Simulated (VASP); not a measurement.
# BiTe (P6_3/mmc) in VASP: further runs

BiTe is run at these levels: PBEsol; tasks: relaxation of shape and atoms at fixed volume, single point.

Everything below comes from runs of VASP 6.6.1. Logs are shortened: lines on timing, memory, paths and dates and some standing lists are left out, and cuts for length are marked.

### Step 1. The cell of the first run

It takes space group P6_3/mmc (No. 194, hexagonal). Conventional cell: a = 5.376 Å, b = 5.376 Å, c = 6.300 Å, α = 90.00°, β = 90.00°, γ = 120.00°. Bi (site symmetry -6m2) has 5 Te at 3.10 to 3.15 Å within 4.1 Å. Te (site symmetry -6m2) has 5 Bi at 3.10 to 3.15 Å within 4.1 Å.

### Step 2. Relaxation of shape and atoms at fixed volume, PBEsol (39.42 Å³/atom)

INCAR reads:

```
PREC     = Accurate       # precision mode
ENCUT    = 600            # plane-wave cutoff, eV
EDIFF    = 1E-6           # SCF threshold, eV
ISMEAR   = 0              # smearing method
SIGMA    = 0.05           # smearing width, eV
LREAL    = F              # projectors in reciprocal space
LASPH    = T              # aspherical terms in the spheres
NELM     = 80             # most SCF steps
ALGO     = Normal         # electronic algorithm
ISIF     = 4              # what is computed and relaxed
LWAVE    = F              # write WAVECAR
LCHARG   = F              # write CHGCAR
GGA      = PS             # functional
IBRION   = 2              # ionic algorithm
NSW      = 60             # ionic steps
EDIFFG   = -0.01          # ionic threshold
```

KPOINTS reads:

```
regular mesh
0
Gamma
  8 8 4
```

POSCAR reads:

```
BiTe
1.0
    5.3755787511      0.0000000000      0.0000000000
   -2.6877893756      4.6553877585      0.0000000000
    0.0000000000      0.0000000000      6.3002484793
Bi Te
2 2
Direct
    0.6666666667      0.3333333333      0.0626000000
    0.3333333333      0.6666666667      0.5626000000
    0.6666666667      0.3333333333      0.5626000000
    0.3333333333      0.6666666667      0.0626000000
```

Potentials or basis: VASP PAW PBE potentials, release 64 (Bi_d, Te).

Started as:

```
> cat potpaw_PBE.64/Bi_d/POTCAR potpaw_PBE.64/Te/POTCAR > POTCAR
> mpirun -np 1 vasp_std > vasp.out
```

OUTCAR:

```text
PREC = Accurate
   ENCUT = 600
   EDIFF = 1E-6
   ISMEAR = 0
   LREAL = F
   LASPH = T
   NELM = 80
   ISIF = 4
   GGA = PS
   IBRION = 2
   NSW = 60
   EDIFFG = -0.01

 ion  position               nearest neighbor table
   1  0.667  0.333  0.063-   4 3.10   4 3.10   4 3.10   3 3.15   3 3.15
   2  0.333  0.667  0.563-   3 3.10   3 3.10   3 3.10   4 3.15   4 3.15
   3  0.667  0.333  0.563-   2 3.10   2 3.10   2 3.10   1 3.15   1 3.15
   4  0.333  0.667  0.063-   1 3.10   1 3.10   1 3.10   2 3.15   2 3.15

  LATTYP: Found a hexagonal cell.
 ALAT       =     5.3755787511
 C/A-ratio  =     1.1720130559

  Lattice vectors:

 A1 = (   5.3755787511,   0.0000000000,   0.0000000000)
 A2 = (  -2.6877893756,   4.6553877585,   0.0000000000)
 A3 = (   0.0000000000,   0.0000000000,   6.3002484793)

Analysis of symmetry for initial positions (statically):
=====================================================================
 Subroutine PRICEL returns:
 Original cell was already a primitive cell.

 Routine SETGRP: Setting up the symmetry group for a
 hexagonal supercell.

 Subroutine GETGRP returns: Found 24 space group operations
 (whereof  6 operations were pure point group operations)
 out of a pool of 24 trial point group operations.

The static configuration has the point symmetry C_3v.
 The point group associated with its full space group is D_6h.

Analysis of symmetry for dynamics (positions and initial velocities):
=====================================================================
 Subroutine PRICEL returns:
 Original cell was already a primitive cell.

 Routine SETGRP: Setting up the symmetry group for a
 hexagonal supercell.

 Subroutine GETGRP returns: Found 24 space group operations
 (whereof  6 operations were pure point group operations)
 out of a pool of 24 trial point group operations.

The dynamic configuration has the point symmetry C_3v.
 The point group associated with its full space group is D_6h.

 Subroutine INISYM returns: Found 24 space group operations
 (whereof  6 operations are pure point group operations),
 and found     1 'primitive' translations

----------------------------------------------------------------------------------------

                                     Primitive cell

  volume of cell :     157.6663

  direct lattice vectors                    reciprocal lattice vectors
     5.375578751  0.000000000  0.000000000     0.186026481  0.107402439  0.000000000
    -2.687789376  4.655387758  0.000000000     0.000000000  0.214804878  0.000000000
     0.000000000  0.000000000  6.300248479     0.000000000  0.000000000  0.158723898

  length of vectors
     5.375578751  5.375578751  6.300248479     0.214804878  0.214804878  0.158723898

  position of ions in fractional coordinates (direct lattice)
     0.666666667  0.333333333  0.062600000
     0.333333333  0.666666667  0.562600000
     0.666666667  0.333333333  0.562600000
     0.333333333  0.666666667  0.062600000

  ion indices of the primitive-cell ions
   primitive index   ion index
                 1           1
                 2           2
                 3           3
                 4           4

----------------------------------------------------------------------------------------

 KPOINTS: regular mesh

Automatic generation of k-mesh.
 Grid dimensions read from file:
 generate k-points for:    8    8    4

 Generating k-lattice:

  Cartesian coordinates                     Fractional coordinates (reciprocal lattice)
     0.023253310  0.013425305  0.000000000     0.125000000  0.000000000  0.000000000
     0.000000000  0.026850610  0.000000000     0.000000000  0.125000000  0.000000000
     0.000000000  0.000000000  0.039680975     0.000000000  0.000000000  0.250000000

  Length of vectors
     0.026850610  0.026850610  0.039680975

  Shift w.r.t. Gamma in fractional coordinates (k-lattice)
     0.000000000  0.000000000  0.000000000

 Subroutine IBZKPT returns following result:
 ===========================================

 Found     30 irreducible k-points:

 Following reciprocal coordinates:
            Coordinates               Weight
  0.000000  0.000000  0.000000      1.000000
  0.125000  0.000000  0.000000      6.000000
  0.250000  0.000000  0.000000      6.000000
  0.375000  0.000000  0.000000      6.000000
  0.500000  0.000000  0.000000      3.000000
  0.125000  0.125000  0.000000      6.000000
[... 16 lines left out ...]
  0.250000  0.000000  0.500000      6.000000
  0.375000  0.000000  0.500000      6.000000
 [... further k-points ...]
   k-points           NKPTS =     30   k-points in BZ     NKDIM =     30   number of bands    NBANDS=     25
   number of dos      NEDOS =    301   number of ions     NIONS =      4
   total plane-waves  NPLWV = 115200
   dimension x,y,z NGX =    48 NGY =   48 NGZ =   50
   dimension x,y,z NGXF=    96 NGYF=   96 NGZF=  100
   ions per type =               2   2
   NGX,Y,Z   is equivalent  to a cutoff of  14.84, 14.84, 13.19 a.u.
   NGXF,Y,Z  is equivalent  to a cutoff of  29.69, 29.69, 26.39 a.u.
 SYSTEM =  unknown system
   PREC   = accura    normal or accurate (medium, high low for compatibility)
   ISTART =      0    job   : 0-new  1-cont  2-samecut
   ICHARG =      2    charge: 1-file 2-atom 10-const
   ISPIN  =      1    spin polarized calculation?
   LNONCOLLINEAR =      F non collinear calculations
   LSORBIT =      F    spin-orbit coupling
   LASPH  =      T    aspherical Exc in radial PAW
   ENCUT  =  600.0 eV  44.10 Ry    6.64 a.u.  10.74 10.74 12.58*2*pi/ulx,y,z
   NELM   =     80;   NELMIN=  2; NELMDL= -5     # of ELM steps
   EDIFF  = 0.1E-05   stopping-criterion for ELM
   LREAL  =      F    real-space projection
   EDIFFG = -.1E-01   stopping-criterion for IOM
   NSW    =     60    number of steps for IOM
   IBRION =      2    ionic relax: 0-MD 1-quasi-New 2-CG
   NFREE  =      1    steps in history (QN), initial steepest desc. (CG)
   ISIF   =      4    stress and relaxation
   ISYM   =      2    0-nonsym 1-usesym 2-fastsym
   POTIM  = 0.5000    time-step for ionic-motion
   TEBEG  =    0.0;   TEEND  =   0.0 temperature during run
   PSTRESS=    0.0 pullay stress
   NELECT =      42.0000    total number of electrons
   NUPDOWN=      -1.0000    fix difference up-down
   EMIN   =  10.00;   EMAX   =-10.00  energy-range for DOS
   EFERMI =   0.00;   METHOD = LEGACY
   ISMEAR =     0;   SIGMA  =   0.05  broadening in eV -4-tet -1-fermi 0-gaus
   EFERMI_NEDOS =   21; number of points for ismear=-14 and -15
   IALGO  =     38    algorithm
   IMIX   =      4    mixing-type and parameters
     AMIX     =   0.40;   BMIX     =  1.00
     AMIX_MAG =   1.60;   BMIX_MAG =  1.00
  volume/ion in A,a.u.               =      39.42       266.00
  Fermi-wavevector in a.u.,A,eV,Ry     =   1.053364  1.990569 15.096685  1.109575
  Thomas-Fermi vector in A             =   2.188482
   LORBIT       =      0    0 simple, 1 ext, 2 COOP (PROOUT), +10 PAW based schemes
   GGA     = PS    functional components
   LHFCALC =     F    Hartree Fock is set to
   AEXX    =    0.0000 exact exchange contribution
   IVDW    =     0    specifies the selected vdW correction
   LEPSILON=     F    determine dielectric tensor
   LRPA    =     F    only Hartree local field effects (RPA)
 conjugate gradient relaxation of ions
 non-spin polarized calculation
 Gauss-broadening in eV      SIGMA  =   0.05
  energy-cutoff  :      600.00
  volume of cell :      157.67
 maximum number of plane-waves:      5295
 NGX is ok and might be reduce to    48
   NGX = 21   NGY = 21   NGZ = 25

--------------------------------------- Ionic step        1  -------------------------------------------

 number of electron      42.0000003 magnetization

 Free energy of the ion-electron system (eV)
  ---------------------------------------------------
  ext. energy  EPLUGINS =         0.00000000
  ---------------------------------------------------
  free energy    TOTEN  =       -15.16360692 eV

  energy without entropy =      -15.15900336  energy(sigma->0) =      -15.16130514

------------------------ aborting loop because EDIFF is reached ----------------------------------------

  FORCE on cell =-STRESS in cart. coord.  units (eV):
  Direction    XX          YY          ZZ          XY          YZ          ZX
  --------------------------------------------------------------------------------------
  -------------------------------------------------------------------------------------
  Total        0.7543300      0.7543300      1.0605424     -0.0000000      0.0000000      0.0000000
  in kB        7.6653708      7.6653708     10.7770491     -0.0000000      0.0000000      0.0000000
  external PRESSURE =       8.7025969 kB  Pullay stress =       0.0000000 kB
[... 61 lines left out ...]
  energy  without entropy=      -15.1591200757  energy(sigma->0) =      -15.16141856

--------------------------------------- Ionic step        3  -------------------------------------------

 number of electron      42.0000002 magnetization

 Free energy of the ion-electron system (eV)
  ---------------------------------------------------
  ext. energy  EPLUGINS =         0.00000000
  ---------------------------------------------------
  free energy    TOTEN  =       -15.16382814 eV

  energy without entropy =      -15.15923237  energy(sigma->0) =      -15.16153025

 E-fermi :   5.2160     XC(G=0):  -8.6684

 val. band max:        5.1724903755   @ k =   0.3750   0.2500   0.5000
 cond. band min:       5.2332761873   @ k =   0.2500   0.2500   0.5000
 fundamental gap:      0.0607858118
 Fermi energy:         5.2159897141

 k-point     1 :       0.0000    0.0000    0.0000
  band No.  band energies     occupation
      1     -18.0664      2.00000
      2     -18.0664      2.00000
      3     -18.0657      2.00000
      4     -18.0657      2.00000
      5     -18.0501      2.00000
      6     -18.0343      2.00000
[... 661 lines left out ...]
     24       5.9039      0.00000
     25       7.1251      0.00000

 [... further k-points ...]

------------------------ aborting loop because EDIFF is reached ----------------------------------------

  FORCE on cell =-STRESS in cart. coord.  units (eV):
  Direction    XX          YY          ZZ          XY          YZ          ZX
  --------------------------------------------------------------------------------------
  -------------------------------------------------------------------------------------
  Total        0.8213436      0.8213436      0.8128403     -0.0000000      0.0000000      0.0000000
  in kB        8.3463522      8.3463522      8.2599424     -0.0000000      0.0000000      0.0000000
  external PRESSURE =       8.3175490 kB  Pullay stress =       0.0000000 kB
[... 19 lines left out ...]
  FREE ENERGIE OF THE ION-ELECTRON SYSTEM (eV)
  ---------------------------------------------------
  free  energy   TOTEN  =       -15.1638281436 eV

  energy  without entropy=      -15.1592323663  energy(sigma->0) =      -15.16153025

 reached required accuracy - stopping structural energy minimisation
```

Run time: 2.4 min. Hardware: 1 thread of Intel Xeon 6975P-C (Granite Rapids), shared host; peak memory 0.41 GiB.

What came out:

- Free energy: -15.1638 eV
- Energy gained by relaxing: 0.1 meV/atom
- Ionic steps: 3
- Pressure after relaxing: 0.8 GPa
- Band gap on the k mesh: zero (bands 21 and 22 overlap by 1.22 eV)

Step by step:
| step | energy change (eV) | largest force (eV/Å) | pressure (GPa) | volume (Å³) |
| --- | --- | --- | --- | --- |
| 1 | 0.0000 | 0.0000 | 0.87 | 157.67 |
| 2 | -0.0001 | 0.0000 | 0.82 | 157.67 |
| 3 | -0.0002 | 0.0000 | 0.83 | 157.67 |

Final structure:
```xyz
4
Lattice="5.3717 0.0000 0.0000 -2.6858 4.6520 0.0000 0.0000 0.0000 6.3094" Properties=species:S:1:pos:R:3 pbc="T T T"
Bi    2.6858    1.5507    0.3950
Bi    0.0000    3.1013    3.5496
Te    2.6858    1.5507    3.5496
Te    0.0000    3.1013    0.3950
```

Caveat: the PAW data sets were made with another functional, which shifts forces and pressure a little; spin-orbit coupling is left out, which moves the levels of the heavy elements.

(Part 1 of 2 ends here.)
